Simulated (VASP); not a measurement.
# Rh: single point with LDA

The system is Rh.

```xyz
1
Lattice="0.0000 1.8591 1.8591 1.8591 0.0000 1.8591 1.8591 1.8591 0.0000" Properties=species:S:1:pos:R:3 pbc="T T T"
Rh    0.0000    0.0000    0.0000
```

This cell differs from its parent crystal: volume scaled by 0.94.

```yaml
Program: VASP 6.6.1
Task: single point
Functional: LDA
Potentials_or_basis: VASP PAW LDA potentials, release 64 (Rh_pv)
Cutoff: 520 eV
k_mesh: 12 × 12 × 12
Occupations: fermi-dirac, width 0.05 eV
Spin: no spin polarisation
```

| Property | Result |
| --- | --- |
| Pressure | 10.6 GPa |

Levels at points of the mesh, in eV from the Fermi level:
```
           k point  band 4  band 5  band 6  band 7  band 8  band 9  band 10  band 11
(0.00, 0.00, 0.00)   -8.55   -3.48   -3.48   -3.48   -1.12   -1.12    15.85    20.10
(0.50, 0.00, 0.00)   -6.78   -3.56   -3.56    0.61    0.62    0.62     9.29    15.40
(0.50, 0.50, 0.00)   -7.04   -6.66    0.61    1.09    1.09    3.28    13.11    13.59
```

Run time: 16 s on 1 thread of Intel Xeon 8259CL, with other jobs on the host, peak memory 0.13 GiB.
